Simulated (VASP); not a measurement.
# Au (I4/mmm) in VASP: a series of runs

The runs below take Au through single point, with PBEsol.

All numbers are computed with VASP 6.6.1; they aren't measurements. Logs are shortened: lines on timing, memory, paths and dates and some standing lists are left out, and cuts for length are marked.

### Step 1. The cell of the first run

The structure is tetragonal, space group I4/mmm (No. 139). Conventional cell: a = 2.936 Å, b = 2.936 Å, c = 3.968 Å, α = 90.00°, β = 90.00°, γ = 90.00°. Au (site symmetry 4/mmm) has 12 Au at 2.87 to 2.94 Å within 3.8 Å.

### Step 2. Single point, PBEsol (strain +0.015 along x and y, -0.030 along z)

INCAR

```
SYSTEM = Au
  ALGO = Normal
  EDIFF = 1E-6
  ENCUT = 520
  GGA = PS
  ISIF = 2
  ISMEAR = 0
  LASPH = .True.
  LCHARG = .False.
  LREAL = .False.
  LWAVE = .False.
  NBANDS = 12
  NELM = 60
  PREC = Accurate
  SIGMA = 0.15
```

KPOINTS

```
k-points
0
Gamma
  20 20 20
  0 0 0
```

POSCAR

```
Au
1.0
    0.0000000000      2.0761825000      1.9841350000
    2.0761825000      0.0000000000      1.9841350000
    2.0761825000      2.0761825000      0.0000000000
Au
1
Direct
    0.0000000000      0.0000000000      0.0000000000
```

Potentials or basis: VASP PAW PBE potentials, release 64 (Au).

Run with:

```sh
$ cat potpaw_PBE.64/Au/POTCAR > POTCAR
$ mpirun -np 1 vasp_std > vasp.out
```

OUTCAR:

```text
SYSTEM = Au
   EDIFF = 1E-6
   ENCUT = 520
   GGA = PS
   ISIF = 2
   ISMEAR = 0
   LASPH = .True.
   LREAL = .False.
   NELM = 60
   PREC = Accurate

 ion  position               nearest neighbor table
   1  0.000  0.000  0.000-

  LATTYP: Found a body centered tetragonal cell.
 ALAT       =     2.9361654495
 C/A-ratio  =     1.3515144389

  Lattice vectors:

 A1 = (   0.0000000000,  -2.0761825000,  -1.9841350000)
 A2 = (   0.0000000000,   2.0761825000,  -1.9841350000)
 A3 = (   2.0761825000,   0.0000000000,   1.9841350000)

Analysis of symmetry for initial positions (statically):
=====================================================================
 Subroutine PRICEL returns:
 Original cell was already a primitive cell.

 Routine SETGRP: Setting up the symmetry group for a
 body centered tetragonal supercell.

 Subroutine GETGRP returns: Found 16 space group operations
 (whereof 16 operations were pure point group operations)
 out of a pool of 16 trial point group operations.

The static configuration has the point symmetry D_4h.

Analysis of symmetry for dynamics (positions and initial velocities):
=====================================================================
 Subroutine PRICEL returns:
 Original cell was already a primitive cell.

 Routine SETGRP: Setting up the symmetry group for a
 body centered tetragonal supercell.

 Subroutine GETGRP returns: Found 16 space group operations
 (whereof 16 operations were pure point group operations)
 out of a pool of 16 trial point group operations.

The dynamic configuration has the point symmetry D_4h.

 Subroutine INISYM returns: Found 16 space group operations
 (whereof 16 operations are pure point group operations),
 and found     1 'primitive' translations

----------------------------------------------------------------------------------------

                                     Primitive cell

  volume of cell :      17.1054

  direct lattice vectors                    reciprocal lattice vectors
     0.000000000  2.076182500  1.984135000    -0.240826613  0.240826613  0.251998982
     2.076182500  0.000000000  1.984135000     0.240826613 -0.240826613  0.251998982
     2.076182500  2.076182500  0.000000000     0.240826613  0.240826613 -0.251998982

  length of vectors
     2.871815710  2.871815710  2.936165449     0.423672518  0.423672518  0.423672518

  position of ions in fractional coordinates (direct lattice)
     0.000000000  0.000000000  0.000000000

  ion indices of the primitive-cell ions
   primitive index   ion index
                 1           1

----------------------------------------------------------------------------------------

 KPOINTS: k-points

Automatic generation of k-mesh.
 Grid dimensions read from file:
 generate k-points for:   20   20   20

 Generating k-lattice:

  Cartesian coordinates                     Fractional coordinates (reciprocal lattice)
    -0.012041331  0.012041331  0.012599949     0.050000000  0.000000000  0.000000000
     0.012041331 -0.012041331  0.012599949     0.000000000  0.050000000  0.000000000
     0.012041331  0.012041331 -0.012599949    -0.000000000 -0.000000000  0.050000000

  Length of vectors
     0.021183626  0.021183626  0.021183626

  Shift w.r.t. Gamma in fractional coordinates (k-lattice)
     0.000000000  0.000000000  0.000000000

 Subroutine IBZKPT returns following result:
 ===========================================

 Found    641 irreducible k-points:

 Following reciprocal coordinates:
            Coordinates               Weight
  0.000000  0.000000  0.000000      1.000000
  0.050000  0.000000  0.000000      8.000000
  0.100000  0.000000  0.000000      8.000000
  0.150000  0.000000  0.000000      8.000000
  0.200000  0.000000  0.000000      8.000000
  0.250000 -0.000000  0.000000      8.000000
[... 16 lines left out ...]
 -0.400000  0.050000  0.000000      8.000000
 -0.350000  0.050000  0.000000      8.000000
 [... further k-points ...]
   k-points           NKPTS =    641   k-points in BZ     NKDIM =    641   number of bands    NBANDS=     12
   number of dos      NEDOS =    301   number of ions     NIONS =      1
   total plane-waves  NPLWV =  13824
   dimension x,y,z NGX =    24 NGY =   24 NGZ =   24
   dimension x,y,z NGXF=    48 NGYF=   48 NGZF=   48
   ions per type =               1
   NGX,Y,Z   is equivalent  to a cutoff of  13.89, 13.89, 13.59 a.u.
   NGXF,Y,Z  is equivalent  to a cutoff of  27.79, 27.79, 27.18 a.u.
 SYSTEM =  Au
   PREC   = accura    normal or accurate (medium, high low for compatibility)
   ISTART =      0    job   : 0-new  1-cont  2-samecut
   ICHARG =      2    charge: 1-file 2-atom 10-const
   ISPIN  =      1    spin polarized calculation?
   LNONCOLLINEAR =      F non collinear calculations
   LSORBIT =      F    spin-orbit coupling
   LASPH  =      T    aspherical Exc in radial PAW
   ENCUT  =  520.0 eV  38.22 Ry    6.18 a.u.   5.34  5.34  5.46*2*pi/ulx,y,z
   NELM   =     60;   NELMIN=  2; NELMDL= -5     # of ELM steps
   EDIFF  = 0.1E-05   stopping-criterion for ELM
   LREAL  =      F    real-space projection
   EDIFFG = 0.1E-04   stopping-criterion for IOM
   NSW    =      0    number of steps for IOM
   IBRION =     -1    ionic relax: 0-MD 1-quasi-New 2-CG
   NFREE  =      0    steps in history (QN), initial steepest desc. (CG)
   ISIF   =      2    stress and relaxation
   ISYM   =      2    0-nonsym 1-usesym 2-fastsym
   POTIM  = 0.5000    time-step for ionic-motion
   TEBEG  =    0.0;   TEEND  =   0.0 temperature during run
   PSTRESS=    0.0 pullay stress
   NELECT =      11.0000    total number of electrons
   NUPDOWN=      -1.0000    fix difference up-down
   EMIN   =  10.00;   EMAX   =-10.00  energy-range for DOS
   EFERMI =   0.00;   METHOD = LEGACY
   ISMEAR =     0;   SIGMA  =   0.15  broadening in eV -4-tet -1-fermi 0-gaus
   EFERMI_NEDOS =   21; number of points for ismear=-14 and -15
   IALGO  =     38    algorithm
   IMIX   =      4    mixing-type and parameters
     AMIX     =   0.40;   BMIX     =  1.00
     AMIX_MAG =   1.60;   BMIX_MAG =  1.00
  volume/ion in A,a.u.               =      17.11       115.43
  Fermi-wavevector in a.u.,A,eV,Ry     =   1.413063  2.670303 27.167407  1.996748
  Thomas-Fermi vector in A             =   2.534748
   LORBIT       =      0    0 simple, 1 ext, 2 COOP (PROOUT), +10 PAW based schemes
   GGA     = PS    functional components
   LHFCALC =     F    Hartree Fock is set to
   AEXX    =    0.0000 exact exchange contribution
   IVDW    =     0    specifies the selected vdW correction
   LEPSILON=     F    determine dielectric tensor
   LRPA    =     F    only Hartree local field effects (RPA)
 non-spin polarized calculation
 Gauss-broadening in eV      SIGMA  =   0.15
  energy-cutoff  :      520.00
  volume of cell :       17.11
 maximum number of plane-waves:       487
 NGX is ok and might be reduce to    24
   NGX = 11   NGY = 11   NGZ = 11

 number of electron      10.9999999 magnetization

 Free energy of the ion-electron system (eV)
  ---------------------------------------------------
  ext. energy  EPLUGINS =         0.00000000
  ---------------------------------------------------
  free energy    TOTEN  =        -3.92353436 eV

  energy without entropy =       -3.92024316  energy(sigma->0) =       -3.92188876

 E-fermi :   9.2175     XC(G=0): -12.8625

 val. band max:        9.1870930477   @ k =   0.4500   0.3000   0.0000
 cond. band min:       9.2286126150   @ k =   0.5000  -0.0000   0.1000
 fundamental gap:      0.0415195673
 Fermi energy:         9.2175391556

 k-point     1 :       0.0000    0.0000    0.0000
  band No.  band energies     occupation
      1      -0.6647      2.00000
      2       4.4356      2.00000
      3       4.4356      2.00000
      4       4.8221      2.00000
      5       5.8540      2.00000
      6       6.2786      2.00000
      7      23.7530      0.00000
      8      27.4353      0.00000
      9      27.4353      0.00000
     10      28.2287      0.00000
     11      32.5868      0.00000
     12      36.5787      0.00000

 k-point     2 :       0.0500    0.0000    0.0000
  band No.  band energies     occupation
      1      -0.5773      2.00000
      2       4.4288      2.00000
      3       4.4661      2.00000
      4       4.8294      2.00000
      5       5.8447      2.00000
      6       6.2603      2.00000
      7      23.8566      0.00000
      8      27.0179      0.00000
      9      27.5397      0.00000
     10      28.1474      0.00000
     11      33.1123      0.00000
     12      35.6131      0.00000

 k-point     3 :       0.1000    0.0000    0.0000
  band No.  band energies     occupation
      1      -0.3207      2.00000
      2       4.3947      2.00000
      3       4.5461      2.00000
      4       4.8679      2.00000
      5       5.8291      2.00000
      6       6.2146      2.00000
      7      24.1108      0.00000
      8      25.8114      0.00000
      9      27.8396      0.00000
     10      28.3516      0.00000
     11      33.0904      0.00000
     12      35.1341      0.00000
[... 286 lines left out ...]
 k-point    23 :      -0.4000    0.0500    0.0000
  band No.  band energies     occupation
      1       1.9764      2.00000
      2       4.4305      2.00000
      3       4.7259      2.00000
      4       6.3906      2.00000
      5       7.0611      2.00000
      6       7.6512      2.00000
      7      14.0760      0.00000
      8      23.4476      0.00000
      9      26.4486      0.00000
     10      26.5414      0.00000
     11      33.3220      0.00000
     12      33.3667      0.00000

 k-point    24 :      -0.3500    0.0500    0.0000
  band No.  band energies     occupation
      1       1.9189      2.00000
      2       4.5050      2.00000
      3       4.8061      2.00000
      4       5.6248      2.00000
      5       6.7508      2.00000
      6       7.1730      2.00000
      7      15.8772      0.00000
      8      23.8128      0.00000
      9      26.7605      0.00000
     10      27.5095      0.00000
     11      32.3723      0.00000
     12      32.7827      0.00000

 [... further k-points ...]

------------------------ aborting loop because EDIFF is reached ----------------------------------------

  FORCE on cell =-STRESS in cart. coord.  units (eV):
  Direction    XX          YY          ZZ          XY          YZ          ZX
  --------------------------------------------------------------------------------------
  -------------------------------------------------------------------------------------
  Total       -0.1583656     -0.1583656     -0.0289401      0.0000000     -0.0000000     -0.0000000
  in kB      -14.8333435    -14.8333435     -2.7106852      0.0000000     -0.0000000     -0.0000000
  external PRESSURE =     -10.7924574 kB  Pullay stress =       0.0000000 kB

 VOLUME and BASIS-vectors are now :
 -----------------------------------------------------------------------------
  energy-cutoff  :      520.00
  volume of cell :       17.11
      direct lattice vectors                 reciprocal lattice vectors
     0.000000000  2.076182500  1.984135000    -0.240826613  0.240826613  0.251998982
     2.076182500  0.000000000  1.984135000     0.240826613 -0.240826613  0.251998982
     2.076182500  2.076182500  0.000000000     0.240826613  0.240826613 -0.251998982

 POSITION                                       TOTAL-FORCE (eV/Angst)
 -----------------------------------------------------------------------------------
      0.00000      0.00000      0.00000         0.000000     -0.000000      0.000000
 -----------------------------------------------------------------------------------
    total drift:                               -0.000000      0.000000      0.000000

  FREE ENERGIE OF THE ION-ELECTRON SYSTEM (eV)
  ---------------------------------------------------
  free  energy   TOTEN  =        -3.9235343619 eV

  energy  without entropy=       -3.9202431614  energy(sigma->0) =       -3.92188876
```

Run time: 2.6 min. Hardware: 1 thread of AMD EPYC 7R43 (Zen 3), shared host; peak memory 0.22 GiB.

Results:

| Item | Value |
| --- | --- |
| Free energy | -3.9235 eV |
| Pressure | -1.1 GPa |

Stress tensor (GPa, compression positive):
```
-1.48  0.00  0.00
 0.00 -1.48  0.00
 0.00  0.00 -0.27
```

Caveat: the cell differs from its parent crystal (strain +0.015 along x and y, -0.030 along z); the PAW data sets were made with another functional, which shifts forces and pressure a little; spin-orbit coupling is left out, which moves the levels of the heavy elements.

### Step 3. Single point, PBEsol (strain +0.030 along x and y, -0.030 along z)

INCAR

```
SYSTEM = Au
  PREC = Accurate
  ENCUT = 520
  EDIFF = 1E-6
  ISMEAR = 0
  SIGMA = 0.15
  LREAL = .False.
  LASPH = .True.
  NELM = 80
  ALGO = Normal
  ISIF = 2
  LWAVE = .False.
  LCHARG = .False.
  GGA = PS
  NBANDS = 12
```

KPOINTS

```
Automatic mesh
0
Gamma
  20 20 20
  0 0 0
```

POSCAR

```
Au
1.0
    0.0000000000      2.1068650000      1.9841350000
    2.1068650000      0.0000000000      1.9841350000
    2.1068650000      2.1068650000      0.0000000000
Au
1
Direct
    0.0000000000      0.0000000000      0.0000000000
```

Potentials or basis: VASP PAW PBE potentials, release 64 (Au).

Run with:

```sh
$ cat potpaw_PBE.64/Au/POTCAR > POTCAR
$ mpirun -np 1 vasp_std > vasp.out
```

Wall time 2.9 min (1 thread of AMD EPYC 7R43 (Zen 3), shared host); peak memory 0.22 GiB.

The run converged. Its results:

| Item | Value |
| --- | --- |
| Free energy | -3.9117 eV |
| Pressure | -5.6 GPa |

Stress tensor (GPa, compression positive):
```
-6.04  0.00  0.00
 0.00 -6.04  0.00
 0.00  0.00 -4.67
```

Levels at points of the mesh, in eV from the Fermi level:
| k point | band 3 | band 4 | band 5 | band 6 | band 7 | band 8 | band 9 | band 10 |
| --- | --- | --- | --- | --- | --- | --- | --- | --- |
| (0.00, 0.00, 0.00) | -4.66 | -4.17 | -3.35 | -2.82 | 14.59 | 18.03 | 18.03 | 19.00 |
| (0.50, 0.00, 0.00) | -4.29 | -2.06 | -1.81 | -0.87 | 2.90 | 13.83 | 16.20 | 17.69 |
| (0.50, 0.50, 0.00) | -1.97 | -1.61 | -1.61 | 1.75 | 6.38 | 9.17 | 9.17 | 16.21 |
| (0.50, 0.00, 0.50) | -1.99 | -1.83 | -1.47 | 0.72 | 5.05 | 10.18 | 10.30 | 17.19 |

Caveat: the cell differs from its parent crystal (strain +0.030 along x and y, -0.030 along z); the PAW data sets were made with another functional, which shifts forces and pressure a little; spin-orbit coupling is left out, which moves the levels of the heavy elements.

### Step 4. Single point, PBEsol (strain +0.030 along x and y, -0.015 along z)

INCAR

```
SYSTEM = Au
  ALGO = Normal
  EDIFF = 1E-6
  ENCUT = 520
  GGA = PS
  ISIF = 2
  ISMEAR = 0
  LASPH = .True.
  LCHARG = .False.
  LREAL = .False.
  LWAVE = .False.
  NBANDS = 12
  NELM = 100
  PREC = Accurate
  SIGMA = 0.15
```

KPOINTS

```
k-points
0
Gamma
  20 20 20
  0 0 0
```

POSCAR

```
Au
1.0
    0.0000000000      2.1068650000      2.0148175000
    2.1068650000      0.0000000000      2.0148175000
    2.1068650000      2.1068650000      0.0000000000
Au
1
Direct
    0.0000000000      0.0000000000      0.0000000000
```

Run with:

```sh
$ cat potpaw_PBE.64/Au/POTCAR > POTCAR
$ mpirun -np 1 vasp_std > vasp.out
```

Run time: 1.8 min. Hardware: 1 thread of AMD EPYC 7R43 (Zen 3), shared host; peak memory 0.22 GiB.

It converged, with:

| Item | Value |
| --- | --- |
| Free energy | -3.9020 eV |
| Pressure | -7.7 GPa |

Stress tensor (GPa, compression positive):
```
-8.04  0.00  0.00
 0.00 -8.04  0.00
 0.00  0.00 -7.00
```

Levels at points of the mesh, in eV from the Fermi level:
| k point | band 4 | band 5 | band 6 | band 7 | band 8 | band 9 |
| --- | --- | --- | --- | --- | --- | --- |
| (0.00, 0.00, 0.00) | -4.17 | -3.21 | -2.82 | 14.60 | 18.06 | 18.06 |
| (0.50, 0.00, 0.00) | -2.00 | -1.81 | -0.78 | 2.83 | 13.91 | 16.25 |
| (0.50, 0.50, 0.00) | -1.59 | -1.59 | 1.61 | 6.04 | 9.32 | 9.32 |
| (0.50, 0.00, 0.50) | -1.76 | -1.49 | 0.87 | 5.06 | 10.07 | 10.14 |

Caveat: the cell differs from its parent crystal (strain +0.030 along x and y, -0.015 along z); the PAW data sets were made with another functional, which shifts forces and pressure a little; spin-orbit coupling is left out, which moves the levels of the heavy elements.

### Step 5. Summary

| cell | gap on the mesh (eV) | pressure (GPa) |
| --- | --- | --- |
| a = 2.872, b = 2.872, c = 2.936 Å, angles 59.3, 59.3, 61.5°, 1 atom | none | -1.1 |
| a = 2.894, b = 2.894, c = 2.980 Å, angles 59.0, 59.0, 62.0°, 1 atom | none | -5.6 |
| a = 2.915, b = 2.915, c = 2.980 Å, angles 59.3, 59.3, 61.5°, 1 atom | none | -7.7 |

Alike in all rows: task single point; level PBEsol; potentials or basis VASP PAW PBE potentials, release 64 (Au); no spin polarisation; k mesh 20 × 20 × 20; cutoff (eV) 520; smearing gaussian 0.15 eV.

Caveats: the PAW data sets were made with another functional, which shifts forces and pressure a little; spin-orbit coupling is left out, which moves the levels of the heavy elements.

Total energies depend on the potentials used, so only differences within one code and one set of settings carry meaning.
